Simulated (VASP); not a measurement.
**Ru: single point with PBEsol**

Crystal: Ru.

```
Ru
1.0
     0.00000    0.00000    4.24875
     4.03602    2.33019    0.00000
    -4.03602    2.33019    0.00000
Ru
6
Direct
  0.25000 0.33333 0.33333
  0.25000 0.66667 0.00000
  0.25000 0.00000 0.66667
  0.75000 0.33333 0.00000
  0.75000 0.66667 0.66667
  0.75000 0.00000 0.33333
```

| Quantity | Value |
| --- | --- |
| Program | VASP 6.6.1 |
| Task | single point |
| Functional | PBEsol |
| Potentials or basis | VASP PAW PBE potentials, release 64 (Ru_pv) |
| Cutoff | 520 eV |
| k mesh | 10 × 12 × 12 |
| Occupations | gaussian, width 0.1 eV |
| Spin | no spin polarisation |

- Pressure: -0.1 GPa
- Band gap on the k mesh: zero (bands 42 and 43 overlap by 1.36 eV)

Levels at points of the mesh, in eV from the Fermi level:
```tsv
k point	band 40	band 41	band 42	band 43	band 44	band 45
(0.00, 0.00, 0.00)	-1.12	-1.12	1.04	1.04	1.04	1.04
(0.50, 0.00, 0.00)	-1.24	-1.24	-1.24	0.56	0.56	0.56
(0.00, 0.50, 0.00)	-0.96	-0.96	-0.12	-0.12	0.74	0.74
(0.50, 0.50, 0.00)	-1.11	0.43	0.43	1.10	1.10	1.10
```

Run time: 10 min on 1 thread of Intel Xeon 8259CL, with other jobs on the host, peak memory 0.42 GiB.

Caveat: the PAW data sets were made with another functional, which shifts forces and pressure a little.
